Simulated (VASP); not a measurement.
SnO3, 8 atoms in the cell. The typed cell holds 8 atoms: a = 3.440 Å, b = 4.095 Å, c = 8.214 Å, α = 77.78°, β = 89.16°, γ = 87.25°. 

| Quantity | Value |
| --- | --- |
| Program | VASP 6.6.1 |
| Task | single point |
| Functional | PBE |
| Potentials or basis | VASP PAW PBE potentials, release 64 (Sn_d, O) |
| Cutoff | 520 eV |
| k mesh | 8 × 8 × 4 |
| Occupations | gaussian, width 0.02 eV |
| Spin | no spin polarisation |
| Dipole correction | no |
| Further INCAR settings | ALGO = Normal; EDIFF = 1e-06; NBANDS = 42 |

Potentials or basis: VASP PAW PBE potentials, release 64 (Sn_d, O).

Run with:

```bash
$ cat potpaw_PBE.64/Sn_d/POTCAR potpaw_PBE.64/O/POTCAR > POTCAR
$ mpirun -np 1 vasp_std > vasp.out
```

Hardware: 1 thread of Intel(R) Xeon(R) Platinum 8488C (Sapphire Rapids), on a shared host.

Problem. How long does it take, and how much memory?

Solution. Wall time 6.4 min on 1 thread of Intel(R) Xeon(R) Platinum 8488C (Sapphire Rapids) (shared host), peak memory 0.55 GiB. Counts: scf iterations 15, k points 132.
